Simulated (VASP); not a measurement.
# Cd (Im-3m) in VASP: a series of runs, part 2 of 2

VASP 6.6.1. The steps go on from the part before.

**4. Single point, PBEsol**

This run uses another cell than the first one, of 21.42 Å³/atom.

Contents of INCAR:

```
ALGO = Normal
EDIFF = 1E-6
ENCUT = 500
GGA = PS
GGA_COMPAT = False
ISIF = 2
ISMEAR = -1
LASPH = True
LCHARG = False
LREAL = False
LWAVE = False
NBANDS = 12
NELM = 120
PREC = Accurate
SIGMA = 0.05
```

Contents of KPOINTS:

```
k-points
0
Gamma
  8 8 8
```

Contents of POSCAR:

```
Cd
1.0
   -1.7494756733      1.7494756733      1.7494756733
    1.7494756733     -1.7494756733      1.7494756733
    1.7494756733      1.7494756733     -1.7494756733
Cd
1
Direct
    0.0000000000      0.0000000000      0.0000000000
```

Potentials or basis: VASP PAW PBE potentials, release 64 (Cd).

Run with:

```bash
> cat potpaw_PBE.64/Cd/POTCAR > POTCAR
> mpirun -np 1 vasp_std > vasp.out
```

OUTCAR:

```text
EDIFF = 1E-6
   ENCUT = 500
   GGA = PS
   ISIF = 2
   ISMEAR = -1
   LASPH = True
   LREAL = False
   NELM = 120
   PREC = Accurate

 ion  position               nearest neighbor table
   1  0.000  0.000  0.000-

  LATTYP: Found a body centered cubic cell.
 ALAT       =     3.4989513466

  Lattice vectors:

 A1 = (  -1.7494756733,   1.7494756733,   1.7494756733)
 A2 = (   1.7494756733,  -1.7494756733,   1.7494756733)
 A3 = (   1.7494756733,   1.7494756733,  -1.7494756733)

Analysis of symmetry for initial positions (statically):
=====================================================================
 Subroutine PRICEL returns:
 Original cell was already a primitive cell.

 Routine SETGRP: Setting up the symmetry group for a
 body centered cubic supercell.

 Subroutine GETGRP returns: Found 48 space group operations
 (whereof 48 operations were pure point group operations)
 out of a pool of 48 trial point group operations.

The static configuration has the point symmetry O_h .

Analysis of symmetry for dynamics (positions and initial velocities):
[... 166 lines left out ...]
      1      -6.4235      2.00000
      2      -6.4235      2.00000
      3      -6.4235      2.00000
      4      -6.1688      2.00000
      5      -5.7391      2.00000
      6      -5.7391      2.00000
      7      18.4648      0.00000
      8      18.4648      0.00000
      9      18.4648      0.00000
     10      19.5158      0.00000
     11      19.5158      0.00000
     12      19.5158      0.00000
[... 331 lines left out ...]
 k-point    24 :      -0.3750    0.3750    0.2500
  band No.  band energies     occupation
      1      -6.5747      2.00000
      2      -6.3626      2.00000
      3      -6.1126      2.00000
      4      -5.9012      2.00000
      5      -5.5333      2.00000
      6      -0.1352      2.00000
      7       6.7864      0.00000
      8       9.1646      0.00000
      9      11.3777      0.00000
     10      13.8099      0.00000
     11      19.8925      0.00000
     12      22.6181      0.00000

 [... further k-points ...]

------------------------ aborting loop because EDIFF is reached ----------------------------------------

  FORCE on cell =-STRESS in cart. coord.  units (eV):
  Direction    XX          YY          ZZ          XY          YZ          ZX
  --------------------------------------------------------------------------------------
  -------------------------------------------------------------------------------------
  Total       -0.0564705     -0.0564705     -0.0564705      0.0000000      0.0000000     -0.0000000
  in kB       -4.2242396     -4.2242396     -4.2242396      0.0000000      0.0000000     -0.0000000
  external PRESSURE =      -4.2242396 kB  Pullay stress =       0.0000000 kB

 VOLUME and BASIS-vectors are now :
 -----------------------------------------------------------------------------
  energy-cutoff  :      500.00
  volume of cell :       21.42
      direct lattice vectors                 reciprocal lattice vectors
    -1.749475673  1.749475673  1.749475673     0.000000000  0.285799916  0.285799916
     1.749475673 -1.749475673  1.749475673     0.285799916  0.000000000  0.285799916
     1.749475673  1.749475673 -1.749475673     0.285799916  0.285799916  0.000000000

 POSITION                                       TOTAL-FORCE (eV/Angst)
 -----------------------------------------------------------------------------------
      0.00000      0.00000      0.00000        -0.000000      0.000000     -0.000000
 -----------------------------------------------------------------------------------
    total drift:                                0.000000      0.000000      0.000000

  FREE ENERGIE OF THE ION-ELECTRON SYSTEM (eV)
  ---------------------------------------------------
  free  energy   TOTEN  =        -1.1114501733 eV

  energy  without entropy=       -1.1078298759  energy(sigma->0) =       -1.10964002
```

Wall time 4.7 s (1 thread of Intel Xeon Platinum 8259CL at 2.50GHz (Skylake/Cascade Lake), shared host); peak memory 0.14 GiB.

Results:

- Free energy: -1.1115 eV
- Pressure: -0.4 GPa
- Band gap on the k mesh: zero (bands 6 and 7 overlap by 4.31 eV)

Levels at points of the mesh, in eV from the Fermi level:
```csv
k point,band 2,band 3,band 4,band 5,band 6,band 7,band 8,band 9,band 10,band 11
"(0.00, 0.00, 0.00)",-9.14,-9.14,-8.88,-8.45,-8.45,15.75,15.75,15.75,16.80,16.80
"(0.50, 0.00, 0.00)",-9.48,-8.49,-8.42,-7.99,-2.10,-0.74,9.66,10.26,14.03,14.72
"(0.50, 0.50, 0.50)",-9.67,-8.10,-8.10,-8.10,3.57,3.57,3.57,6.15,8.31,8.31
```

Caveat: the PAW data sets were made with another functional, which shifts forces and pressure a little.

**5. Overview**

```tsv
cell	gap on the mesh (eV)	pressure (GPa)
a = 3.000 Å, angles 109.5°, 1 atom	none	1.3
a = 3.015 Å, angles 109.5°, 1 atom	none	0.4
a = 3.030 Å, angles 109.5°, 1 atom	none	-0.4
```

Alike in all rows: task single point; level PBEsol; potentials or basis VASP PAW PBE potentials, release 64 (Cd); no spin polarisation; k mesh 8 × 8 × 8; cutoff (eV) 500; smearing fermi-dirac 0.05 eV.

Caveats: the PAW data sets were made with another functional, which shifts forces and pressure a little.

Absolute energies hang on the potentials; compare differences alone.
